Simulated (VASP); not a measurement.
# NiO (Fm-3m) in VASP: a series of runs

NiO is run at these levels: r2SCAN; tasks: single point.

All numbers are computed with VASP 6.6.1; they aren't measurements. Logs are shortened: lines on timing, memory, paths and dates and some standing lists are left out, and cuts for length are marked.

**1. The cell of the first run**

It takes space group Fm-3m (No. 225, cubic). The conventional cell has a = 4.218 Å, b = 4.218 Å, c = 4.218 Å, α = 90.00°, β = 90.00°, γ = 90.00°. Ni (site symmetry m-3m) has 6 O at 2.11 Å within 2.8 Å. Within 2.8 Å of O (site symmetry m-3m) lie 6 Ni at 2.11 Å.

**2. Single point, r2SCAN**

POSCAR reads:

```
NiO
1.0
    0.0000000000      2.1092100000      2.1092100000
    2.1092100000      0.0000000000      2.1092100000
    2.1092100000      2.1092100000      0.0000000000
Ni O
1 1
Direct
    0.0000000000      0.0000000000      0.0000000000
    0.5000000000      0.5000000000      0.5000000000
```

INCAR.step1 reads:

```
SYSTEM = NiO
PREC = Accurate
ENCUT = 660
ISMEAR = -1
SIGMA = 0.1
LREAL = .False.
LASPH = .True.
NELM = 120
NBANDS = 15
GGA = PE
ALGO = Normal
EDIFF = 1E-5
LWAVE = .True.
LCHARG = .False.
GGA_COMPAT = .False.
```

INCAR.step2 reads:

```
SYSTEM = NiO
PREC = Accurate
ENCUT = 660
EDIFF = 1E-6
ISMEAR = -1
SIGMA = 0.1
LREAL = .False.
LASPH = .True.
NELM = 120
ALGO = Normal
ISIF = 2
LWAVE = .False.
LCHARG = .True.
METAGGA = R2SCAN
LMIXTAU = .True.
LELF = .True.
LVHAR = .True.
NBANDS = 15
ISTART = 1
GGA_COMPAT = .False.
```

KPOINTS reads:

```
Automatic mesh
0
Gamma
  2 2 2
  0 0 0
```

Potentials or basis: VASP PAW PBE potentials, release 64 (Ni, O).

Run with:

```console
> cat potpaw_PBE.64/Ni/POTCAR potpaw_PBE.64/O/POTCAR > POTCAR
> cp INCAR.step1 INCAR
> mpirun -np 1 vasp_std > vasp.out
> cp INCAR.step2 INCAR
> mpirun -np 1 vasp_std > vasp.out
```

OUTCAR:

```text
SYSTEM = NiO
   PREC = Accurate
   ENCUT = 660
   EDIFF = 1E-6
   ISMEAR = -1
   LREAL = .False.
   LASPH = .True.
   NELM = 120
   ISIF = 2
   METAGGA = R2SCAN
   ISTART = 1

 ion  position               nearest neighbor table
   1  0.000  0.000  0.000-   2 2.11   2 2.11   2 2.11   2 2.11   2 2.11   2 2.11
   2  0.500  0.500  0.500-   1 2.11   1 2.11   1 2.11   1 2.11   1 2.11   1 2.11

  LATTYP: Found a face centered cubic cell.
 ALAT       =     4.2184200000

  Lattice vectors:

 A1 = (   0.0000000000,   2.1092100000,   2.1092100000)
 A2 = (   2.1092100000,   0.0000000000,   2.1092100000)
 A3 = (   2.1092100000,   2.1092100000,   0.0000000000)

Analysis of symmetry for initial positions (statically):
=====================================================================
 Subroutine PRICEL returns:
 Original cell was already a primitive cell.

 Routine SETGRP: Setting up the symmetry group for a
 face centered cubic supercell.

 Subroutine GETGRP returns: Found 48 space group operations
 (whereof 48 operations were pure point group operations)
 out of a pool of 48 trial point group operations.

The static configuration has the point symmetry O_h .

Analysis of symmetry for dynamics (positions and initial velocities):
=====================================================================
 Subroutine PRICEL returns:
 Original cell was already a primitive cell.

 Routine SETGRP: Setting up the symmetry group for a
 face centered cubic supercell.

 Subroutine GETGRP returns: Found 48 space group operations
 (whereof 48 operations were pure point group operations)
 out of a pool of 48 trial point group operations.

The dynamic configuration has the point symmetry O_h .

 Subroutine INISYM returns: Found 48 space group operations
 (whereof 48 operations are pure point group operations),
 and found     1 'primitive' translations

----------------------------------------------------------------------------------------

                                     Primitive cell

  volume of cell :      18.7668

  direct lattice vectors                    reciprocal lattice vectors
     0.000000000  2.109210000  2.109210000    -0.237055580  0.237055580  0.237055580
     2.109210000  0.000000000  2.109210000     0.237055580 -0.237055580  0.237055580
     2.109210000  2.109210000  0.000000000     0.237055580  0.237055580 -0.237055580

  length of vectors
     2.982873388  2.982873388  2.982873388     0.410592309  0.410592309  0.410592309

  position of ions in fractional coordinates (direct lattice)
     0.000000000  0.000000000  0.000000000
     0.500000000  0.500000000  0.500000000

  ion indices of the primitive-cell ions
   primitive index   ion index
                 1           1
                 2           2

----------------------------------------------------------------------------------------

 KPOINTS: Automatic mesh

Automatic generation of k-mesh.
 Grid dimensions read from file:
 generate k-points for:    2    2    2

 Generating k-lattice:

  Cartesian coordinates                     Fractional coordinates (reciprocal lattice)
    -0.118527790  0.118527790  0.118527790     0.500000000  0.000000000  0.000000000
     0.118527790 -0.118527790  0.118527790     0.000000000  0.500000000  0.000000000
     0.118527790  0.118527790 -0.118527790     0.000000000  0.000000000  0.500000000

  Length of vectors
     0.205296154  0.205296154  0.205296154

  Shift w.r.t. Gamma in fractional coordinates (k-lattice)
     0.000000000  0.000000000  0.000000000

 Subroutine IBZKPT returns following result:
 ===========================================

 Found      3 irreducible k-points:

 Following reciprocal coordinates:
            Coordinates               Weight
  0.000000  0.000000  0.000000      1.000000
  0.500000  0.000000  0.000000      4.000000
  0.500000  0.500000  0.000000      3.000000
   k-points           NKPTS =      3   k-points in BZ     NKDIM =      3   number of bands    NBANDS=     15
   number of dos      NEDOS =    301   number of ions     NIONS =      2
   total plane-waves  NPLWV =  21952
   dimension x,y,z NGX =    28 NGY =   28 NGZ =   28
   dimension x,y,z NGXF=    56 NGYF=   56 NGZF=   56
   ions per type =               1   1
   NGX,Y,Z   is equivalent  to a cutoff of  15.61, 15.61, 15.61 a.u.
   NGXF,Y,Z  is equivalent  to a cutoff of  31.21, 31.21, 31.21 a.u.
 SYSTEM =  NiO
   PREC   = accura    normal or accurate (medium, high low for compatibility)
   ISTART =      1    job   : 0-new  1-cont  2-samecut
   ICHARG =      0    charge: 1-file 2-atom 10-const
   ISPIN  =      1    spin polarized calculation?
   LNONCOLLINEAR =      F non collinear calculations
   LSORBIT =      F    spin-orbit coupling
   LASPH  =      T    aspherical Exc in radial PAW
   ENCUT  =  660.0 eV  48.51 Ry    6.96 a.u.   6.25  6.25  6.25*2*pi/ulx,y,z
   NELM   =    120;   NELMIN=  2; NELMDL=  0     # of ELM steps
   EDIFF  = 0.1E-05   stopping-criterion for ELM
   LREAL  =      F    real-space projection
   EDIFFG = 0.1E-04   stopping-criterion for IOM
   NSW    =      0    number of steps for IOM
   IBRION =     -1    ionic relax: 0-MD 1-quasi-New 2-CG
   NFREE  =      0    steps in history (QN), initial steepest desc. (CG)
   ISIF   =      2    stress and relaxation
   ISYM   =      2    0-nonsym 1-usesym 2-fastsym
   POTIM  = 0.5000    time-step for ionic-motion
   TEBEG  =    0.0;   TEEND  =   0.0 temperature during run
   PSTRESS=    0.0 pullay stress
   NELECT =      16.0000    total number of electrons
   NUPDOWN=      -1.0000    fix difference up-down
   EMIN   =  10.00;   EMAX   =-10.00  energy-range for DOS
   EFERMI =   0.00;   METHOD = LEGACY
   ISMEAR =    -1;   SIGMA  =   0.10  broadening in eV -4-tet -1-fermi 0-gaus
   EFERMI_NEDOS =   21; number of points for ismear=-14 and -15
   IALGO  =     38    algorithm
   IMIX   =      4    mixing-type and parameters
     AMIX     =   0.40;   BMIX     =  1.00
     AMIX_MAG =   1.60;   BMIX_MAG =  1.00
  volume/ion in A,a.u.               =       9.38        63.32
  Fermi-wavevector in a.u.,A,eV,Ry     =   1.552333  2.933485 32.786490  2.409739
  Thomas-Fermi vector in A             =   2.656724
   LORBIT       =      0    0 simple, 1 ext, 2 COOP (PROOUT), +10 PAW based schemes
   METAGGA = R2SCAN    functional components
   LHFCALC =     F    Hartree Fock is set to
   AEXX    =    0.0000 exact exchange contribution
   IVDW    =     0    specifies the selected vdW correction
   LEPSILON=     F    determine dielectric tensor
   LRPA    =     F    only Hartree local field effects (RPA)
 non-spin polarized calculation
  energy-cutoff  :      660.00
  volume of cell :       18.77
 maximum number of plane-waves:       740
 NGX is ok and might be reduce to    28
   NGX = 13   NGY = 13   NGZ = 13

 number of electron      15.9999999 magnetization

 Free energy of the ion-electron system (eV)
  ---------------------------------------------------
  ext. energy  EPLUGINS =         0.00000000
  ---------------------------------------------------
  free energy    TOTEN  =       -19.57125399 eV

  energy without entropy =      -19.57090394  energy(sigma->0) =      -19.57107897

 E-fermi :   7.9452     XC(G=0): -13.1661

 val. band max:        7.1049712804   @ k =   0.5000   0.5000   0.0000
 cond. band min:       8.8795128837   @ k =   0.5000   0.0000   0.0000
 fundamental gap:      1.7745416033
 Fermi energy:         7.9451764463

 k-point     1 :       0.0000    0.0000    0.0000
  band No.  band energies     occupation
      1     -14.0465      2.00000
      2       4.0596      2.00000
      3       4.0596      2.00000
      4       4.0596      2.00000
      5       5.5689      2.00000
      6       5.5689      2.00000
      7       5.5690      2.00000
      8       6.2574      2.00000
      9       6.2575      2.00000
     10       9.2726      0.00000
     11      25.7694      0.00000
     12      26.8740      0.00000
     13      26.8740      0.00000
     14      26.8740      0.00000
     15      30.5001      0.00000

 k-point     2 :       0.5000    0.0000    0.0000
  band No.  band energies     occupation
      1     -12.8355      2.00000
      2      -0.8016      2.00000
      3       1.9366      2.00000
      4       1.9367      2.00000
      5       6.3631      2.00000
      6       6.3632      2.00000
      7       6.6881      1.99999
      8       8.8795      0.00018
      9       8.8795      0.00018
     10      13.4847      0.00000
     11      17.8683      0.00000
     12      22.0875      0.00000
     13      22.0875      0.00000
     14      29.3133      0.00000
     15      33.9160      0.00000

 k-point     3 :       0.5000    0.5000    0.0000
  band No.  band energies     occupation
      1     -12.7656      2.00000
      2       0.3539      2.00000
      3       2.8184      2.00000
      4       2.8184      2.00000
      5       4.6745      2.00000
      6       6.5858      2.00000
      7       6.5858      2.00000
      8       6.6382      2.00000
      9       7.1050      1.99955
     10      14.1775      0.00000
     11      18.4699      0.00000
     12      20.1865      0.00000
     13      24.7182      0.00000
     14      24.7182      0.00000
     15      36.5088      0.00000

------------------------ aborting loop because EDIFF is reached ----------------------------------------

  FORCE on cell =-STRESS in cart. coord.  units (eV):
  Direction    XX          YY          ZZ          XY          YZ          ZX
  --------------------------------------------------------------------------------------
  -------------------------------------------------------------------------------------
  Total       -2.5622350     -2.5622350     -2.5622350      0.0000000      0.0000000     -0.0000000
  in kB     -218.7459798   -218.7459798   -218.7459798      0.0000000      0.0000000     -0.0000000
  external PRESSURE =    -218.7459798 kB  Pullay stress =       0.0000000 kB

 VOLUME and BASIS-vectors are now :
 -----------------------------------------------------------------------------
  energy-cutoff  :      660.00
  volume of cell :       18.77
      direct lattice vectors                 reciprocal lattice vectors
     0.000000000  2.109210000  2.109210000    -0.237055580  0.237055580  0.237055580
     2.109210000  0.000000000  2.109210000     0.237055580 -0.237055580  0.237055580
     2.109210000  2.109210000  0.000000000     0.237055580  0.237055580 -0.237055580

 POSITION                                       TOTAL-FORCE (eV/Angst)
 -----------------------------------------------------------------------------------
      0.00000      0.00000      0.00000         0.000000      0.000000     -0.000000
      2.10921      2.10921      2.10921        -0.000000     -0.000000      0.000000
 -----------------------------------------------------------------------------------
    total drift:                                0.000000      0.000000      0.000000

  FREE ENERGIE OF THE ION-ELECTRON SYSTEM (eV)
  ---------------------------------------------------
  free  energy   TOTEN  =       -19.5712539916 eV

  energy  without entropy=      -19.5709039388  energy(sigma->0) =      -19.57107897
```

Run time: 24 s. Hardware: 1 thread of Intel Xeon 8259CL, shared host; peak memory 0.16 GiB.

Results:

```yaml
Free_energy: -19.5713 eV
Pressure: -21.9 GPa
Band_gap_on_the_k_mesh: zero (band 8 reaches 8.88 eV, above the bottom of band 9 at 6.26 eV)
```

Caveat: the k points lie up to 1.29 Å⁻¹ apart; the PAW data sets were made with another functional, which shifts forces and pressure a little; the run has no spin polarisation, though such a crystal can be magnetic; semilocal functionals often make such compounds metallic where correlation or magnetic order opens a gap, which also shifts bond lengths. Spin polarisation is off, so any magnetic state and its effect on volume and gap are missing.

**3. Single point, r2SCAN, collinear spin, ferromagnetic start**

POSCAR is that of step 2.

INCAR.step1 reads:

```
SYSTEM = NiO
PREC = Accurate ; ENCUT = 660
ISMEAR = -1 ; SIGMA = 0.1
LREAL = .FALSE. ; LASPH = .TRUE.
NELM = 200 ; ISPIN = 2
MAGMOM = 2 0 ; LMAXMIX = 4
NBANDS = 19 ; GGA = PE
ALGO = Normal ; EDIFF = 1E-5
LWAVE = .TRUE. ; LCHARG = .FALSE.
GGA_COMPAT = .FALSE.
```

INCAR.step2 reads:

```
SYSTEM = NiO
PREC = Accurate ; ENCUT = 660
EDIFF = 1E-6 ; ISMEAR = -1
SIGMA = 0.1 ; LREAL = .FALSE.
LASPH = .TRUE. ; NELM = 200
ALGO = Normal ; ISIF = 2
LWAVE = .FALSE. ; LCHARG = .FALSE.
ISPIN = 2 ; MAGMOM = 2 0
LORBIT = 11 ; LMAXMIX = 4
METAGGA = R2SCAN ; LMIXTAU = .TRUE.
NBANDS = 19 ; ISTART = 1
GGA_COMPAT = .FALSE.
```

KPOINTS reads:

```
Automatic mesh
0
G
  2 2 2
  0 0 0
```

Potentials or basis: VASP PAW PBE potentials, release 64 (Ni, O).

Run with:

```console
> cat potpaw_PBE.64/Ni/POTCAR potpaw_PBE.64/O/POTCAR > POTCAR
> cp INCAR.step1 INCAR
> mpirun -np 1 vasp_std > vasp.out
> cp INCAR.step2 INCAR
> mpirun -np 1 vasp_std > vasp.out
```

It took 44 s on 1 thread of Intel Xeon 8259CL, shared host; peak memory 0.18 GiB.

Results (log left out):

- Free energy: -19.5713 eV
- Pressure: -21.9 GPa
- Band gap on the k mesh: zero (filled and empty bands overlap)
- Net moment: 0.00 μB per cell
- Valence electrons inside the program's atomic spheres: Ni 9.04; O 4.96

Levels at points of the mesh, in eV from the Fermi level:
Spin up:
```csv
k point,band 6,band 7,band 8,band 9,band 10,band 11,band 12,band 13
"(0.00, 0.00, 0.00)",-2.38,-2.38,-1.69,-1.69,1.33,17.82,18.93,18.93
"(0.50, 0.00, 0.00)",-1.58,-1.26,0.93,0.93,5.54,9.92,14.14,14.14
"(0.50, 0.50, 0.00)",-1.36,-1.36,-1.31,-0.84,6.23,10.52,12.24,16.77
```
Spin down:
| k point | band 5 | band 6 | band 7 | band 8 | band 9 | band 10 | band 11 | band 12 | band 13 | band 14 |
| --- | --- | --- | --- | --- | --- | --- | --- | --- | --- | --- |
| (0.00, 0.00, 0.00) | -2.38 | -2.38 | -2.38 | -1.69 | -1.69 | 1.33 | 17.82 | 18.93 | 18.93 | 18.93 |
| (0.50, 0.00, 0.00) | -1.58 | -1.58 | -1.26 | 0.93 | 0.93 | 5.54 | 9.92 | 14.14 | 14.14 | 21.37 |
| (0.50, 0.50, 0.00) | -3.27 | -1.36 | -1.36 | -1.31 | -0.84 | 6.23 | 10.52 | 12.24 | 16.77 | 16.77 |

Caveat: the k points lie up to 1.29 Å⁻¹ apart; the starting moments collapsed, and a magnetic state may lie lower; the PAW data sets were made with another functional, which shifts forces and pressure a little; semilocal functionals often make such compounds metallic where correlation or magnetic order opens a gap, which also shifts bond lengths. With open d or f shells a metallic result of r2SCAN can be an artefact of self-interaction; +U or a hybrid may open a gap.
